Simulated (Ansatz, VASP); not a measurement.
## Pd: VASP beside Ansatz

Contents of INCAR:

```
SYSTEM = Pd
ALGO = Normal
EDIFF = 1E-7
ENCUT = 520
GGA = RP
ISIF = 2
ISMEAR = -1
ISPIN = 2
LASPH = .True.
LCHARG = .False.
LMAXMIX = 4
LORBIT = 11
LREAL = .False.
LWAVE = .False.
MAGMOM = 0.368 0.368
NBANDS = 21
NELM = 150
PREC = Accurate
SIGMA = 0.05
```

Contents of KPOINTS:

```
k-points
0
Gamma
  15 15 8
  0 0 0
```

File POSCAR:

```
Pd
1.0
    2.7254513821      0.0000000000      0.0000000000
   -1.3627256911      2.3603101337      0.0000000000
    0.0000000000      0.0000000000      4.5442565765
Pd
2
Direct
    0.3333333333      0.6666666667      0.2500000000
    0.6666666667      0.3333333333      0.7500000000
```

Input for Ansatz:

```yaml
crystal:
  lattice:
    - [2.7254513821, 0.0, 0.0]
    - [-1.3627256911, 2.3603101337, 0.0]
    - [0.0, 0.0, 4.5442565765]
  atoms:
    - { symbol: Pd, position: [0.3333333333, 0.6666666667, 0.25], spin: 0.368 }
    - { symbol: Pd, position: [0.6666666667, 0.3333333333, 0.75], spin: 0.368 }
hamiltonian:
  xc: rpbe
  pseudopotentials:
    kind: paw
    azcp:
      Pd: "pseudopotentials/Pd.paw.azcp"
basis:
  ecutwfc: 420
  fft_grid_basis: typed
kpoints:
  mp_grid: { grid: [15, 15, 8], shift: [0, 0, 0] }
magnetization:
  spin_polarized: true
scf:
  occupations: { method: fermi_dirac, width: 0.05 }
  lower_state_search: "off"
output:
  stress: true
```

Alike in both runs: task single point; functional RPBE; k mesh 15 × 15 × 8; occupations fermi-dirac, width 0.05 eV; collinear spin.

|  | VASP | Ansatz |
| --- | --- | --- |
| version | VASP 6.6.1 | Ansatz 0.2.0 |
| potentials or method | VASP PAW PBE potentials, release 64 (Pd), cutoff 520 eV | plane waves (420 eV) with PAW, scalar-relativistic |
| valence electrons in the cell | 20 | 36 |

VASP gave:

```
pressure (GPa)                                                : 14.7
traceless stress, the component that is largest in VASP (GPa) : -0.35
net moment per atom (μB)                                      : 0.30
size of the moment on the site where the two differ most (μB) : 0.30
```

**Question.** Which values does Ansatz return?

**Answer.** Pressure (GPa): 15.0; traceless stress, the component that is largest in VASP (GPa): -0.30; net moment per atom (μB): 0.29; size of the moment on the site where the two differ most (μB): 0.30.

VASP's potentials were made for PBE, not for RPBE. Site moments also hang on the region over which each program counts them. VASP's potentials hold 20 valence electrons a cell and Ansatz's 36, so a difference there can come from the potentials and not from the codes.
